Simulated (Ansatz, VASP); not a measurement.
**Two plane-wave programs on NaF**

File POSCAR:

```
NaF
1.0
    0.0506908425      2.3478589306      2.3478589306
    2.3478589306      0.0506908425      2.3478589306
    2.3478589306      2.3478589306      0.0506908425
Na F
1 1
Direct
    0.0000000000      0.0000000000      0.0000000000
    0.5000000000      0.5000000000      0.5000000000
```

File INCAR.step1:

```
SYSTEM = NaF
ALGO     = Normal         ! electronic algorithm
EDIFF    = 1E-4           ! SCF threshold, eV
ENCUT    = 520            ! plane-wave cutoff, eV
GGA      = PE             ! functional
ISMEAR   = 0              ! smearing method
LASPH    = .True.         ! aspherical terms in the spheres
LCHARG   = .False.        ! write CHGCAR
LREAL    = .False.        ! projectors in reciprocal space
LWAVE    = .True.         ! write WAVECAR
NBANDS   = 14             ! bands
NELM     = 60             ! most SCF steps
PREC     = Accurate       ! precision mode
SIGMA    = 0.01           ! smearing width, eV
```

INCAR.step2

```
SYSTEM = NaF
ALGO     = Normal         ! electronic algorithm
EDIFF    = 1E-6           ! SCF threshold, eV
ENCUT    = 520            ! plane-wave cutoff, eV
ISIF     = 2              ! what is computed and relaxed
ISMEAR   = 0              ! smearing method
ISTART   = 1            
LASPH    = .True.         ! aspherical terms in the spheres
LCHARG   = .False.        ! write CHGCAR
LMIXTAU  = .True.       
LREAL    = .False.        ! projectors in reciprocal space
LWAVE    = .False.        ! write WAVECAR
METAGGA  = R2SCAN         ! meta-GGA
NBANDS   = 14             ! bands
NELM     = 60             ! most SCF steps
PREC     = Accurate       ! precision mode
SIGMA    = 0.01           ! smearing width, eV
```

Contents of KPOINTS:

```
k-points
0
Gamma
  10 10 10
  0 0 0
```

Input for Ansatz:

```yaml
crystal:
  lattice:
    - [0.0506908425, 2.3478589306, 2.3478589306]
    - [2.3478589306, 0.0506908425, 2.3478589306]
    - [2.3478589306, 2.3478589306, 0.0506908425]
  atoms:
    - { symbol: Na, position: [0.0, 0.0, 0.0] }
    - { symbol: F, position: [0.5, 0.5, 0.5] }
kpoints:
  mp_grid: { grid: [10, 10, 10] }
  band_path:
    path:
      - [0.0, 0.0, 0.0]
      - [0.5, 0.0, 0.5]
      - [0.625, 0.25, 0.625]
      - [0.375, 0.375, 0.75]
      - [0.5, 0.5, 0.5]
      - [0.5, 0.25, 0.75]
    npoints: 1
hamiltonian:
  xc: r2scan
scf:
  occupations: { method: fixed }
  n_extra_bands: 4
output:
  forces: true
  stress: true
  eigenvalues: true
  write_density: true
  write_potential: true
  elf: true
  volumetric_format: npy
```

Change from the starting cell: shear_111 strain +3.3%.

Alike in both runs: task single point; functional r2SCAN; k mesh 10 × 10 × 10; no spin polarisation.

```csv
,VASP,Ansatz
version,VASP 6.6.1,Ansatz 0.2.0
potentials or method,"VASP PAW PBE potentials, release 64 (Na_pv, F)","plane waves, PAW"
plane-wave cutoff (eV),520,500
occupations,"gaussian, width 0.01 eV",fixed
valence electrons in the cell,14,16
```

|  | VASP | Ansatz | Ansatz less VASP |
| --- | --- | --- | --- |
| gap on the k mesh at the Fermi level (eV) | 7.10 | 7.06 | -0.035 |
| pressure (GPa) | -2.2 | -1.7 | +0.54 |
| traceless stress, the component that is largest in VASP (GPa) | -0.70 | -0.66 | +0.039 |

VASP's potentials were made for PBE, not for r2SCAN. VASP's potentials hold 14 valence electrons a cell and Ansatz's 16, so a difference there can come from the potentials and not from the codes.
